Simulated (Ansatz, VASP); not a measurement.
# MnO: VASP beside Ansatz

File INCAR:

```
PREC = Accurate ; ENCUT = 600
EDIFF = 1E-6 ; ISMEAR = -1
SIGMA = 0.02 ; LREAL = False
LASPH = True ; NELM = 200
ALGO = Normal ; ISIF = 2
LWAVE = False ; LCHARG = True
ISPIN = 2 ; MAGMOM = 0.45 0
LORBIT = 11 ; LMAXMIX = 4
LDAU = True ; LDAUTYPE = 2
LDAUL = 2 -1 ; LDAUU = 2.8 0
LDAUJ = 0 0 ; LDAUPRINT = 1
GGA = PE ; LELF = True
LVHAR = True ; NBANDS = 22
GGA_COMPAT = False
```

The input KPOINTS:

```
regular mesh
0
Gamma
  9 9 9
```

The input POSCAR:

```
MnO
1.0
    0.0000000000      2.2400000000      2.2400000000
    2.2400000000      0.0000000000      2.2400000000
    2.2400000000      2.2400000000      0.0000000000
Mn O
1 1
Direct
    0.0000000000      0.0000000000      0.0000000000
    0.5000000000      0.5000000000      0.5000000000
```

Input for Ansatz:

```yaml
crystal:
  lattice:
    - [0.0, 2.24, 2.24]
    - [2.24, 0.0, 2.24]
    - [2.24, 2.24, 0.0]
  atoms:
    - { symbol: Mn, position: [0.0, 0.0, 0.0], spin: 0.45 }
    - { symbol: O, position: [0.5, 0.5, 0.5] }
magnetization:
  spin_polarized: true
hamiltonian:
  xc: pbe
  pseudopotentials: { kind: paw }
  hubbard: { sites: [{ species: Mn, l: d, u_eff: 2.8 }] }
basis:
  ecutwfc: 420
kpoints:
  mp_grid: { grid: [9, 9, 9] }
scf:
  occupations: { method: fermi_dirac, width: 0.02 }
  lower_state_search: "off"
output:
  forces: true
  stress: true
```

Change from the starting cell: parallel moments scaled by 0.1, free total moment.

Alike in both runs: task single point; functional PBE; k mesh 9 × 9 × 9; occupations fermi-dirac, width 0.02 eV; collinear spin; Hubbard terms Mn d U = 2.8 eV.

```csv
,VASP,Ansatz
version,VASP 6.6.1,Ansatz 0.2.0
potentials or method,"VASP PAW PBE potentials, release 64 (Mn_sv, O), cutoff 600 eV","PAW, plane waves, scalar-relativistic"
valence electrons in the cell,21,21
```

```tsv
	VASP	Ansatz	Ansatz less VASP
pressure (GPa)	0.8	4.2	+3.38
net moment per atom (μB)	2.50	2.50	0.000
size of the moment on the site where the two differ most (μB)	4.44	4.27	-0.171
```

Site moments also hang on the region over which each program counts them. The programs project onto different local orbitals, so the same U acts differently, and such runs can settle in different states. Ansatz's warnings: filled band counts differ across k points.
